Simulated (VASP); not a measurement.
# AlP in VASP: single point with PBEsol

Aim: the single point of AlP with PBEsol.

All numbers are computed with VASP 6.6.1; they aren't measurements. Logs are shortened: lines on timing, memory, paths and dates and some standing lists are left out, and cuts for length are marked.

## Step 1: The cell of the first run

The cell holds a slab with vacuum, 16 atoms: a = 3.868 Å, b = 10.941 Å, c = 20.802 Å, α = 90.00°, β = 90.00°, γ = 90.00°.

## Step 2: Single point, PBEsol

INCAR reads:

```
ALGO     = Normal         # electronic algorithm
DIPOL    = 0.5 0.5 0.499
EDIFF    = 1E-6           # SCF threshold, eV
ENCUT    = 400            # plane-wave cutoff, eV
GGA      = PS             # functional
GGA_COMPAT= F            
IDIPOL   = 3            
ISIF     = 2              # what is computed and relaxed
ISMEAR   = 0              # smearing method
LASPH    = T              # aspherical terms in the spheres
LCHARG   = F              # write CHGCAR
LDIPOL   = T            
LREAL    = F              # projectors in reciprocal space
LWAVE    = F              # write WAVECAR
NBANDS   = 46             # bands
NELM     = 120            # most SCF steps
NELMDL   = -8           
PREC     = Accurate       # precision mode
SIGMA    = 0.05           # smearing width, eV
```

KPOINTS reads:

```
k-points
0
Gamma
  7 3 1
```

POSCAR reads:

```
AlP
1.0
    3.8681183878      0.0000000000      0.0000000000
    0.0000000000     10.9406909697      0.0000000000
    0.0000000000      0.0000000000     20.8021775816
Al P
8 8
Direct
    0.5000000000      0.7500000000      0.3605391777
    0.5000000000      0.2500000000      0.3605391777
    0.0000000000      0.5000000000      0.4535130592
    0.0000000000      0.0000000000      0.4535130592
    0.5014579845      0.2500903634      0.5499915235
    0.5014279252      0.7502530347      0.5500911057
    0.0020128125     -0.0365682934      0.6176828180
    0.0013158081      0.4631518073      0.6174411127
    0.0000000000      0.1250000000      0.3605391777
    0.0000000000      0.6250000000      0.3605391777
    0.5000000000      0.8750000000      0.4535130592
    0.5000000000      0.3750000000      0.4535130592
    0.0013502258      0.6266917643      0.5467863657
    0.0014902917      0.1265891853      0.5467761818
    0.5013109089      0.3609812095      0.6471645741
    0.5019829968      0.8611553025      0.6473123651
```

Potentials or basis: VASP PAW PBE potentials, release 64 (Al, P).

On the command line:

```console
cat potpaw_PBE.64/Al/POTCAR potpaw_PBE.64/P/POTCAR > POTCAR
mpirun -np 1 vasp_std > vasp.out
```

OUTCAR:

```text
EDIFF = 1E-6
   ENCUT = 400
   GGA = PS
   ISIF = 2
   ISMEAR = 0
   LASPH = T
   LREAL = F
   NELM = 120
   NELMDL = -8
   PREC = Accurate

 ion  position               nearest neighbor table
   1  0.500  0.750  0.361-  11 2.37  10 2.37  10 2.37
   2  0.500  0.250  0.361-  12 2.37   9 2.37   9 2.37
   3  0.000  0.500  0.454-  10 2.37  12 2.37  12 2.37  13 2.38
   4  0.000  0.000  0.454-   9 2.37  11 2.37  11 2.37  14 2.38
   5  0.501  0.250  0.550-  15 2.36  14 2.36  14 2.36  12 2.43   8 3.34   8 3.34
   6  0.501  0.750  0.550-  16 2.36  13 2.36  13 2.36  11 2.43   7 3.34   7 3.34
   7  0.002  0.963  0.618-  14 2.32  16 2.32  16 2.32   6 3.34   6 3.34
   8  0.001  0.463  0.617-  13 2.32  15 2.32  15 2.32   5 3.34   5 3.34
   9  0.000  0.125  0.361-   4 2.37   2 2.37   2 2.37
  10  0.000  0.625  0.361-   3 2.37   1 2.37   1 2.37
  11  0.500  0.875  0.454-   1 2.37   4 2.37   4 2.37   6 2.43
  12  0.500  0.375  0.454-   2 2.37   3 2.37   3 2.37   5 2.43
  13  0.001  0.627  0.547-   8 2.32   6 2.36   6 2.36   3 2.38
  14  0.001  0.127  0.547-   7 2.32   5 2.36   5 2.36   4 2.38
  15  0.501  0.361  0.647-   8 2.32   8 2.32   5 2.36
  16  0.502  0.861  0.647-   7 2.32   7 2.32   6 2.36

  LATTYP: Found a simple orthorhombic cell.
 ALAT       =     3.8681183878
 B/A-ratio  =     2.8284271247
 C/A-ratio  =     5.3778544233

  Lattice vectors:

 A1 = (   3.8681183878,   0.0000000000,   0.0000000000)
 A2 = (   0.0000000000,  10.9406909697,   0.0000000000)
 A3 = (   0.0000000000,   0.0000000000,  20.8021775816)

Analysis of symmetry for initial positions (statically):
=====================================================================
 Subroutine PRICEL returns:
 Original cell was already a primitive cell.

 Routine SETGRP: Setting up the symmetry group for a
 simple orthorhombic supercell.

 Subroutine GETGRP returns: Found  1 space group operations
 (whereof  1 operations were pure point group operations)
 out of a pool of  8 trial point group operations.

The static configuration has the point symmetry C_1 .

Analysis of symmetry for dynamics (positions and initial velocities):
=====================================================================
 Subroutine PRICEL returns:
 Original cell was already a primitive cell.

 Routine SETGRP: Setting up the symmetry group for a
 simple orthorhombic supercell.

 Subroutine GETGRP returns: Found  1 space group operations
 (whereof  1 operations were pure point group operations)
 out of a pool of  8 trial point group operations.

The dynamic configuration has the point symmetry C_1 .

 Subroutine INISYM returns: Found  1 space group operations
 (whereof  1 operations are pure point group operations),
 and found     1 'primitive' translations

----------------------------------------------------------------------------------------

                                     Primitive cell

  volume of cell :     880.3458

  direct lattice vectors                    reciprocal lattice vectors
     3.868118388  0.000000000  0.000000000     0.258523628  0.000000000  0.000000000
     0.000000000 10.940690970  0.000000000     0.000000000  0.091401905  0.000000000
     0.000000000  0.000000000 20.802177582     0.000000000  0.000000000  0.048071890

  length of vectors
     3.868118388 10.940690970 20.802177582     0.258523628  0.091401905  0.048071890

  position of ions in fractional coordinates (direct lattice)
     0.500000000  0.750000000  0.360539178
     0.500000000  0.250000000  0.360539178
     0.000000000  0.500000000  0.453513059
     0.000000000  0.000000000  0.453513059
     0.501457984  0.250090363  0.549991523
     0.501427925  0.750253035  0.550091106
[... 8 lines left out ...]
     0.501310909  0.360981209  0.647164574
     0.501982997  0.861155303  0.647312365

  ion indices of the primitive-cell ions
   primitive index   ion index
                 1           1
                 2           2
                 3           3
                 4           4
                 5           5
                 6           6
[... 8 lines left out ...]
                15          15
                16          16

----------------------------------------------------------------------------------------

 KPOINTS: k-points

Automatic generation of k-mesh.
 Grid dimensions read from file:
 generate k-points for:    7    3    1

 Generating k-lattice:

  Cartesian coordinates                     Fractional coordinates (reciprocal lattice)
     0.036931947  0.000000000  0.000000000     0.142857143  0.000000000  0.000000000
     0.000000000  0.030467302  0.000000000     0.000000000  0.333333333  0.000000000
     0.000000000  0.000000000  0.048071890     0.000000000  0.000000000  1.000000000

  Length of vectors
     0.036931947  0.030467302  0.048071890

  Shift w.r.t. Gamma in fractional coordinates (k-lattice)
     0.000000000  0.000000000  0.000000000

 Subroutine IBZKPT returns following result:
 ===========================================

 Found     11 irreducible k-points:

 Following reciprocal coordinates:
            Coordinates               Weight
  0.000000  0.000000  0.000000      1.000000
  0.142857  0.000000  0.000000      2.000000
  0.285714  0.000000  0.000000      2.000000
  0.428571  0.000000  0.000000      2.000000
  0.000000  0.333333  0.000000      2.000000
  0.142857  0.333333  0.000000      2.000000
  0.142857 -0.333333  0.000000      2.000000
  0.285714  0.333333  0.000000      2.000000
  0.285714 -0.333333  0.000000      2.000000
  0.428571  0.333333  0.000000      2.000000
  0.428571 -0.333333  0.000000      2.000000
   k-points           NKPTS =     11   k-points in BZ     NKDIM =     11   number of bands    NBANDS=     46
   number of dos      NEDOS =    301   number of ions     NIONS =     16
   total plane-waves  NPLWV = 282240
   dimension x,y,z NGX =    28 NGY =   72 NGZ =  140
   dimension x,y,z NGXF=    56 NGYF=  144 NGZF=  280
   ions per type =               8   8
   NGX,Y,Z   is equivalent  to a cutoff of  12.03, 10.94, 11.19 a.u.
   NGXF,Y,Z  is equivalent  to a cutoff of  24.07, 21.88, 22.38 a.u.
 SYSTEM =  unknown system
   PREC   = accura    normal or accurate (medium, high low for compatibility)
   ISTART =      0    job   : 0-new  1-cont  2-samecut
   ICHARG =      2    charge: 1-file 2-atom 10-const
   ISPIN  =      1    spin polarized calculation?
   LNONCOLLINEAR =      F non collinear calculations
   LSORBIT =      F    spin-orbit coupling
   LASPH  =      T    aspherical Exc in radial PAW
   ENCUT  =  400.0 eV  29.40 Ry    5.42 a.u.   6.31 17.84 33.92*2*pi/ulx,y,z
   NELM   =    120;   NELMIN=  2; NELMDL= -8     # of ELM steps
   EDIFF  = 0.1E-05   stopping-criterion for ELM
   LREAL  =      F    real-space projection
   EDIFFG = 0.1E-04   stopping-criterion for IOM
   NSW    =      0    number of steps for IOM
   IBRION =     -1    ionic relax: 0-MD 1-quasi-New 2-CG
   NFREE  =      0    steps in history (QN), initial steepest desc. (CG)
   ISIF   =      2    stress and relaxation
   ISYM   =      2    0-nonsym 1-usesym 2-fastsym
   POTIM  = 0.5000    time-step for ionic-motion
   TEBEG  =    0.0;   TEEND  =   0.0 temperature during run
   PSTRESS=    0.0 pullay stress
   NELECT =      64.0000    total number of electrons
   NUPDOWN=      -1.0000    fix difference up-down
   EMIN   =  10.00;   EMAX   =-10.00  energy-range for DOS
   EFERMI =   0.00;   METHOD = LEGACY
   ISMEAR =     0;   SIGMA  =   0.05  broadening in eV -4-tet -1-fermi 0-gaus
   EFERMI_NEDOS =   21; number of points for ismear=-14 and -15
   IALGO  =     38    algorithm
   IMIX   =      4    mixing-type and parameters
     AMIX     =   0.40;   BMIX     =  1.00
     AMIX_MAG =   1.60;   BMIX_MAG =  1.00
  volume/ion in A,a.u.               =      55.02       371.30
  Fermi-wavevector in a.u.,A,eV,Ry     =   0.683256  1.291167  6.351735  0.466839
  Thomas-Fermi vector in A             =   1.762567
   LORBIT       =      0    0 simple, 1 ext, 2 COOP (PROOUT), +10 PAW based schemes
   GGA     = PS    functional components
   LHFCALC =     F    Hartree Fock is set to
   AEXX    =    0.0000 exact exchange contribution
   IVDW    =     0    specifies the selected vdW correction
   LEPSILON=     F    determine dielectric tensor
   LRPA    =     F    only Hartree local field effects (RPA)
 non-spin polarized calculation
 Gauss-broadening in eV      SIGMA  =   0.05
  energy-cutoff  :      400.00
  volume of cell :      880.35
 maximum number of plane-waves:     16032
 NGX is ok and might be reduce to    28
   NGX = 13   NGY = 35   NGZ = 67

 number of electron      64.0000016 magnetization

 dipolmoment           0.000000      0.000000      0.112289 electrons x Angstroem

 Free energy of the ion-electron system (eV)
  ---------------------------------------------------
  ext. energy  EPLUGINS =         0.00000000
  ---------------------------------------------------
  free energy    TOTEN  =       -81.37217804 eV

  energy without entropy =      -81.37217804  energy(sigma->0) =      -81.37217804

 E-fermi :  -1.2405     XC(G=0):  -4.1786

 val. band max:       -1.5133272889   @ k =   0.2857   0.0000   0.0000
 cond. band min:      -0.4850479518   @ k =   0.4286   0.0000   0.0000
 fundamental gap:      1.0282793370
 Fermi energy:        -1.2405342675

 k-point     1 :       0.0000    0.0000    0.0000
  band No.  band energies     occupation
      1     -12.8618      2.00000
      2     -12.0615      2.00000
      3     -12.0554      2.00000
      4     -11.8426      2.00000
      5     -11.4050      2.00000
      6     -11.0993      2.00000
[... 36 lines left out ...]
     43       2.3609      0.00000
     44       2.5605      0.00000

 k-point     2 :       0.1429    0.0000    0.0000
  band No.  band energies     occupation
      1     -12.7139      2.00000
      2     -11.9470      2.00000
      3     -11.9331      2.00000
      4     -11.7099      2.00000
      5     -11.2828      2.00000
      6     -10.9775      2.00000
[... 36 lines left out ...]
     43       2.6776      0.00000
     44       2.7409      0.00000

 k-point     3 :       0.2857    0.0000    0.0000
  band No.  band energies     occupation
      1     -12.2937      2.00000
      2     -11.6532      2.00000
      3     -11.6155      2.00000
      4     -11.3608      2.00000
      5     -10.9635      2.00000
      6     -10.7128      2.00000
[... 36 lines left out ...]
     43       2.5755      0.00000
     44       2.8301      0.00000

 k-point     4 :       0.4286    0.0000    0.0000
  band No.  band energies     occupation
      1     -11.6955      2.00000
      2     -11.3635      2.00000
      3     -11.2963      2.00000
      4     -11.1752      2.00000
      5     -10.6921      2.00000
      6     -10.6355      2.00000
[... 271 lines left out ...]
     43       2.6074      0.00000
     44       2.9608      0.00000

 k-point    10 :       0.4286    0.3333    0.0000
  band No.  band energies     occupation
      1     -11.6414      2.00000
      2     -11.5008      2.00000
      3     -11.2121      2.00000
      4     -11.1772      2.00000
      5     -10.6796      2.00000
      6     -10.6516      2.00000
[... 36 lines left out ...]
     43       2.1310      0.00000
     44       2.4341      0.00000

 k-point    11 :       0.4286   -0.3333    0.0000
  band No.  band energies     occupation
      1     -11.6413      2.00000
      2     -11.5009      2.00000
      3     -11.2119      2.00000
      4     -11.1773      2.00000
      5     -10.6795      2.00000
      6     -10.6517      2.00000
[... 36 lines left out ...]
     43       2.1271      0.00000
     44       2.4373      0.00000
 [bands above 44 left out]

------------------------ aborting loop because EDIFF is reached ----------------------------------------

 vacuum level on the upper side and lower side of the slab       (xc-potential included)         0.143        -0.286

  FORCE on cell =-STRESS in cart. coord.  units (eV):
  Direction    XX          YY          ZZ          XY          YZ          ZX
  --------------------------------------------------------------------------------------
  -------------------------------------------------------------------------------------
  Total       -4.7355040     -4.4603175     -1.3311630     -0.0041388      2.8238082     -0.0425723
  in kB       -8.6183371     -8.1175141     -2.4226379     -0.0075324      5.1391638     -0.0774790
  external PRESSURE =      -6.3861631 kB  Pullay stress =       0.0000000 kB

 VOLUME and BASIS-vectors are now :
 -----------------------------------------------------------------------------
  energy-cutoff  :      400.00
  volume of cell :      880.35
      direct lattice vectors                 reciprocal lattice vectors
     3.868118388  0.000000000  0.000000000     0.258523628  0.000000000  0.000000000
     0.000000000 10.940690970  0.000000000     0.000000000  0.091401905  0.000000000
     0.000000000  0.000000000 20.802177582     0.000000000  0.000000000  0.048071890

 POSITION                                       TOTAL-FORCE (eV/Angst)
 -----------------------------------------------------------------------------------
      1.93406      8.20552      7.50000         0.000723     -1.315936      1.503101
      1.93406      2.73517      7.50000         0.000858     -1.315122      1.501011
      0.00000      5.47035      9.43406         0.002126      0.424173     -0.089258
      0.00000      0.00000      9.43406         0.002264      0.417177     -0.090779
      1.93970      2.73616     11.44102        -0.001761     -0.000863      0.006995
      1.93958      8.20829     11.44309        -0.002670     -0.001640      0.005113
[... 8 lines left out ...]
      1.93913      3.94938     13.46243         0.000122      0.001687      0.006945
      1.94173      9.42163     13.46551        -0.002629     -0.000943      0.004271
 -----------------------------------------------------------------------------------
    total drift:                               -0.000321     -0.000892     -0.000204

  FREE ENERGIE OF THE ION-ELECTRON SYSTEM (eV)
  ---------------------------------------------------
  free  energy   TOTEN  =       -81.3721780353 eV

  energy  without entropy=      -81.3721780353  energy(sigma->0) =      -81.37217804

 vacuum level on the upper side and lower side of the slab         3.834         3.399
```

It took 14 min on 1 thread of Intel Xeon Platinum 8375C at 2.90GHz (Ice Lake), shared host; peak memory 0.68 GiB.

What came out:

| Property | Result |
| --- | --- |
| Free energy | -81.3722 eV |
| Largest force | 1.998 eV/Å |
| Band gap on the k mesh | 1.03 eV |

Forces on the atoms (eV/Å):
```
Al   0.001 -1.316  1.503
Al   0.001 -1.315  1.501
Al   0.002  0.424 -0.089
Al   0.002  0.417 -0.091
Al  -0.002 -0.001  0.007
Al  -0.003 -0.002  0.005
Al  -0.002 -0.004 -0.005
Al  -0.001  0.002  0.004
P    0.000  0.585 -1.152
P    0.001  0.584 -1.153
P    0.004  0.311 -0.266
P    0.004  0.311 -0.269
P   -0.001  0.001 -0.003
P   -0.004  0.001 -0.003
P    0.000  0.002  0.007
P   -0.003 -0.001  0.004
```

Caveat: the PAW data sets were made with another functional, which shifts forces and pressure a little.
